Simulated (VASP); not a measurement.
# Na (Fm-3m) in VASP: single point with PBEsol

Aim: the single point of Na with PBEsol.

Everything below comes from runs of VASP 6.6.1. Logs are shortened: lines on timing, memory, paths and dates and some standing lists are left out, and cuts for length are marked.

**1. The cell of the first run**

The structure is cubic, space group Fm-3m (No. 225). Conventional cell: a = 8.675 Å, b = 8.675 Å, c = 8.675 Å, α = 90.00°, β = 90.00°, γ = 90.00°.

This isn't the form of Na at room conditions, which is bcc.

**2. Single point, PBEsol**

File INCAR:

```
  PREC = Accurate
  ENCUT = 520
  EDIFF = 1E-7
  ISMEAR = 1
  SIGMA = 0.15
  LREAL = False
  LASPH = True
  NELM = 80
  ALGO = Normal
  ISIF = 2
  LWAVE = False
  LCHARG = False
  GGA = PS
  NBANDS = 10
```

File KPOINTS:

```
Automatic mesh
0
Gamma
  5 5 5
```

File POSCAR:

```
Na
1.0
    0.0000000000      4.3373300000      4.3373300000
    4.3373300000      0.0000000000      4.3373300000
    4.3373300000      4.3373300000      0.0000000000
Na
1
Direct
    0.0000000000      0.0000000000      0.0000000000
```

Potentials or basis: VASP PAW PBE potentials, release 64 (Na_pv).

Run with:

```
> cat potpaw_PBE.64/Na_pv/POTCAR > POTCAR
> mpirun -np 1 vasp_std > vasp.out
```

OUTCAR:

```text
PREC = Accurate
   ENCUT = 520
   EDIFF = 1E-7
   ISMEAR = 1
   LREAL = False
   LASPH = True
   NELM = 80
   ISIF = 2
   GGA = PS

 ion  position               nearest neighbor table
   1  0.000  0.000  0.000-

  LATTYP: Found a face centered cubic cell.
 ALAT       =     8.6746600000

  Lattice vectors:

 A1 = (   0.0000000000,   4.3373300000,   4.3373300000)
 A2 = (   4.3373300000,   0.0000000000,   4.3373300000)
 A3 = (   4.3373300000,   4.3373300000,   0.0000000000)

Analysis of symmetry for initial positions (statically):
=====================================================================
 Subroutine PRICEL returns:
 Original cell was already a primitive cell.

 Routine SETGRP: Setting up the symmetry group for a
 face centered cubic supercell.

 Subroutine GETGRP returns: Found 48 space group operations
 (whereof 48 operations were pure point group operations)
 out of a pool of 48 trial point group operations.

The static configuration has the point symmetry O_h .

Analysis of symmetry for dynamics (positions and initial velocities):
=====================================================================
 Subroutine PRICEL returns:
 Original cell was already a primitive cell.

 Routine SETGRP: Setting up the symmetry group for a
 face centered cubic supercell.

 Subroutine GETGRP returns: Found 48 space group operations
 (whereof 48 operations were pure point group operations)
 out of a pool of 48 trial point group operations.

The dynamic configuration has the point symmetry O_h .

 Subroutine INISYM returns: Found 48 space group operations
 (whereof 48 operations are pure point group operations),
 and found     1 'primitive' translations

----------------------------------------------------------------------------------------

                                     Primitive cell

  volume of cell :     163.1914

  direct lattice vectors                    reciprocal lattice vectors
     0.000000000  4.337330000  4.337330000    -0.115278293  0.115278293  0.115278293
     4.337330000  0.000000000  4.337330000     0.115278293 -0.115278293  0.115278293
     4.337330000  4.337330000  0.000000000     0.115278293  0.115278293 -0.115278293

  length of vectors
     6.133910910  6.133910910  6.133910910     0.199667861  0.199667861  0.199667861

  position of ions in fractional coordinates (direct lattice)
     0.000000000  0.000000000  0.000000000

  ion indices of the primitive-cell ions
   primitive index   ion index
                 1           1

----------------------------------------------------------------------------------------

 KPOINTS: Automatic mesh

Automatic generation of k-mesh.
 Grid dimensions read from file:
 generate k-points for:    5    5    5

 Generating k-lattice:

  Cartesian coordinates                     Fractional coordinates (reciprocal lattice)
    -0.023055659  0.023055659  0.023055659     0.200000000  0.000000000  0.000000000
     0.023055659 -0.023055659  0.023055659     0.000000000  0.200000000  0.000000000
     0.023055659  0.023055659 -0.023055659     0.000000000  0.000000000  0.200000000

  Length of vectors
     0.039933572  0.039933572  0.039933572

  Shift w.r.t. Gamma in fractional coordinates (k-lattice)
     0.000000000  0.000000000  0.000000000

 Subroutine IBZKPT returns following result:
 ===========================================

 Found     10 irreducible k-points:

 Following reciprocal coordinates:
            Coordinates               Weight
  0.000000  0.000000  0.000000      1.000000
  0.200000  0.000000  0.000000      8.000000
  0.400000  0.000000  0.000000      8.000000
  0.200000  0.200000  0.000000      6.000000
  0.400000  0.200000  0.000000     24.000000
 -0.400000  0.200000  0.000000     24.000000
 -0.200000  0.200000  0.000000     12.000000
  0.400000  0.400000  0.000000      6.000000
 -0.400000  0.400000  0.000000     12.000000
 -0.400000  0.400000  0.200000     24.000000
   k-points           NKPTS =     10   k-points in BZ     NKDIM =     10   number of bands    NBANDS=     10
   number of dos      NEDOS =    301   number of ions     NIONS =      1
   total plane-waves  NPLWV = 110592
   dimension x,y,z NGX =    48 NGY =   48 NGZ =   48
   dimension x,y,z NGXF=    96 NGYF=   96 NGZF=   96
   ions per type =               1
   NGX,Y,Z   is equivalent  to a cutoff of  13.01, 13.01, 13.01 a.u.
   NGXF,Y,Z  is equivalent  to a cutoff of  26.02, 26.02, 26.02 a.u.
 SYSTEM =  unknown system
   PREC   = accura    normal or accurate (medium, high low for compatibility)
   ISTART =      0    job   : 0-new  1-cont  2-samecut
   ICHARG =      2    charge: 1-file 2-atom 10-const
   ISPIN  =      1    spin polarized calculation?
   LNONCOLLINEAR =      F non collinear calculations
   LSORBIT =      F    spin-orbit coupling
   LASPH  =      T    aspherical Exc in radial PAW
   ENCUT  =  520.0 eV  38.22 Ry    6.18 a.u.  11.41 11.41 11.41*2*pi/ulx,y,z
   NELM   =     80;   NELMIN=  2; NELMDL= -5     # of ELM steps
   EDIFF  = 0.1E-06   stopping-criterion for ELM
   LREAL  =      F    real-space projection
   EDIFFG = 0.1E-05   stopping-criterion for IOM
   NSW    =      0    number of steps for IOM
   IBRION =     -1    ionic relax: 0-MD 1-quasi-New 2-CG
   NFREE  =      0    steps in history (QN), initial steepest desc. (CG)
   ISIF   =      2    stress and relaxation
   ISYM   =      2    0-nonsym 1-usesym 2-fastsym
   POTIM  = 0.5000    time-step for ionic-motion
   TEBEG  =    0.0;   TEEND  =   0.0 temperature during run
   PSTRESS=    0.0 pullay stress
   NELECT =       7.0000    total number of electrons
   NUPDOWN=      -1.0000    fix difference up-down
   EMIN   =  10.00;   EMAX   =-10.00  energy-range for DOS
   EFERMI =   0.00;   METHOD = LEGACY
   ISMEAR =     1;   SIGMA  =   0.15  broadening in eV -4-tet -1-fermi 0-gaus
   EFERMI_NEDOS =   21; number of points for ismear=-14 and -15
   IALGO  =     38    algorithm
   IMIX   =      4    mixing-type and parameters
     AMIX     =   0.40;   BMIX     =  1.00
     AMIX_MAG =   1.60;   BMIX_MAG =  1.00
  volume/ion in A,a.u.               =     163.19      1101.27
  Fermi-wavevector in a.u.,A,eV,Ry     =   0.573071  1.082947  4.468293  0.328410
  Thomas-Fermi vector in A             =   1.614203
   LORBIT       =      0    0 simple, 1 ext, 2 COOP (PROOUT), +10 PAW based schemes
   GGA     = PS    functional components
   LHFCALC =     F    Hartree Fock is set to
   AEXX    =    0.0000 exact exchange contribution
   IVDW    =     0    specifies the selected vdW correction
   LEPSILON=     F    determine dielectric tensor
   LRPA    =     F    only Hartree local field effects (RPA)
 non-spin polarized calculation
 Methfessel and Paxton  Order N= 1 SIGMA  =   0.15
  energy-cutoff  :      520.00
  volume of cell :      163.19
 maximum number of plane-waves:      4477
 NGX is ok and might be reduce to    48
   NGX = 23   NGY = 23   NGZ = 23

 number of electron       6.9999992 magnetization

 Free energy of the ion-electron system (eV)
  ---------------------------------------------------
  ext. energy  EPLUGINS =         0.00000000
  ---------------------------------------------------
  free energy    TOTEN  =        -0.51376950 eV

  energy without entropy =       -0.51477671  energy(sigma->0) =       -0.51410524

 E-fermi :  -1.7662     XC(G=0):  -3.6403

 val. band max:       -1.7693463303   @ k =   0.4000   0.4000   0.0000
 cond. band min:      -1.6596914354   @ k =  -0.4000   0.2000   0.0000
 fundamental gap:      0.1096548949
 Fermi energy:        -1.7662245168

 k-point     1 :       0.0000    0.0000    0.0000
  band No.  band energies     occupation
      1     -28.0741      2.00000
      2     -28.0741      2.00000
      3     -28.0741      2.00000
      4      -2.9759      2.00000
      5       2.4782      0.00000
      6       2.4783      0.00000
      7       2.4783      0.00000
      8       3.1897      0.00000
      9       3.1898      0.00000
     10       3.1898      0.00000

 k-point     2 :       0.2000    0.0000    0.0000
  band No.  band energies     occupation
      1     -28.0741      2.00000
      2     -28.0741      2.00000
      3     -28.0741      2.00000
      4      -2.7444      2.00000
      5       0.8473     -0.00000
      6       2.1844      0.00000
      7       2.1845      0.00000
      8       2.6949      0.00000
      9       3.5235      0.00000
     10       3.5236      0.00000

 k-point     3 :       0.4000    0.0000    0.0000
  band No.  band energies     occupation
      1     -28.0741      2.00000
      2     -28.0741      2.00000
      3     -28.0741      2.00000
      4      -2.0866      2.01006
      5      -0.7168     -0.00000
      6       2.0113      0.00000
      7       2.0113      0.00000
      8       2.4758      0.00000
      9       2.9667      0.00000
     10       2.9668      0.00000

 k-point     4 :       0.2000    0.2000    0.0000
  band No.  band energies     occupation
      1     -28.0741      2.00000
      2     -28.0741      2.00000
      3     -28.0741      2.00000
      4      -2.6667      2.00000
      5       1.3486      0.00000
      6       1.6024      0.00000
      7       1.6025      0.00000
      8       2.1497      0.00000
      9       2.5737      0.00000
     10       4.4921      0.00000

 k-point     5 :       0.4000    0.2000    0.0000
  band No.  band energies     occupation
      1     -28.0741      2.00000
      2     -28.0741      2.00000
      3     -28.0741      2.00000
      4      -2.1413      2.00231
      5      -0.0835     -0.00000
      6       0.9964     -0.00000
      7       1.3783      0.00000
      8       1.9243      0.00000
      9       3.1357      0.00000
     10       4.1998      0.00000

 k-point     6 :      -0.4000    0.2000    0.0000
  band No.  band energies     occupation
      1     -28.0741      2.00000
      2     -28.0741      2.00000
      3     -28.0741      2.00000
      4      -1.6597      0.07322
      5      -0.8516     -0.00000
      6       0.5442     -0.00000
      7       1.5800      0.00000
      8       2.0654      0.00000
      9       3.7031      0.00000
     10       3.7567      0.00000

 k-point     7 :      -0.2000    0.2000    0.0000
  band No.  band energies     occupation
      1     -28.0741      2.00000
      2     -28.0741      2.00000
      3     -28.0741      2.00000
      4      -2.3648      2.00000
      5       0.3441     -0.00000
      6       0.6117     -0.00000
      7       2.1401      0.00000
      8       2.7342      0.00000
      9       3.5957      0.00000
     10       3.6485      0.00000

 k-point     8 :       0.4000    0.4000    0.0000
  band No.  band energies     occupation
      1     -28.0741      2.00000
      2     -28.0741      2.00000
      3     -28.0741      2.00000
      4      -1.7693      1.03522
      5      -0.2012     -0.00000
      6       1.0148     -0.00000
      7       1.0148     -0.00000
      8       1.3723      0.00000
      9       1.5204      0.00000
     10       5.9804      0.00000

 k-point     9 :      -0.4000    0.4000    0.0000
  band No.  band energies     occupation
      1     -28.0741      2.00000
      2     -28.0741      2.00000
      3     -28.0741      2.00000
      4      -1.2604     -0.00002
      5      -0.6173     -0.00000
      6      -0.1500     -0.00000
      7       1.0864     -0.00000
      8       1.4986      0.00000
      9       2.8418      0.00000
     10       5.2329      0.00000

 k-point    10 :      -0.4000    0.4000    0.2000
  band No.  band energies     occupation
      1     -28.0741      2.00000
      2     -28.0741      2.00000
      3     -28.0741      2.00000
      4      -1.5260     -0.04601
      5      -0.3050     -0.00000
      6      -0.0009     -0.00000
      7       0.4655     -0.00000
      8       2.9276      0.00000
      9       3.1472      0.00000
     10       3.5400      0.00000

------------------------ aborting loop because EDIFF is reached ----------------------------------------

  FORCE on cell =-STRESS in cart. coord.  units (eV):
  Direction    XX          YY          ZZ          XY          YZ          ZX
  --------------------------------------------------------------------------------------
  -------------------------------------------------------------------------------------
  Total       -0.7098843     -0.7098843     -0.7098843      0.0000000     -0.0000000      0.0000000
  in kB       -6.9694860     -6.9694860     -6.9694860      0.0000000     -0.0000000      0.0000000
  external PRESSURE =      -6.9694860 kB  Pullay stress =       0.0000000 kB

 VOLUME and BASIS-vectors are now :
 -----------------------------------------------------------------------------
  energy-cutoff  :      520.00
  volume of cell :      163.19
      direct lattice vectors                 reciprocal lattice vectors
     0.000000000  4.337330000  4.337330000    -0.115278293  0.115278293  0.115278293
     4.337330000  0.000000000  4.337330000     0.115278293 -0.115278293  0.115278293
     4.337330000  4.337330000  0.000000000     0.115278293  0.115278293 -0.115278293

 POSITION                                       TOTAL-FORCE (eV/Angst)
 -----------------------------------------------------------------------------------
      0.00000      0.00000      0.00000         0.000000      0.000000      0.000000
 -----------------------------------------------------------------------------------
    total drift:                               -0.000000      0.000000      0.000000

  FREE ENERGIE OF THE ION-ELECTRON SYSTEM (eV)
  ---------------------------------------------------
  free  energy   TOTEN  =        -0.5137695044 eV

  energy  without entropy=       -0.5147767127  energy(sigma->0) =       -0.51410524
```

Wall time 44 s (1 thread of Intel Xeon 8259CL, shared host); peak memory 0.3 GiB.

Results:

* Free energy: -0.5138 eV
* Pressure: -0.7 GPa
* Band gap on the k mesh: zero (an odd number of electrons rules out a gap without spin polarisation)

Caveat: the PAW data sets were made with another functional, which shifts forces and pressure a little.
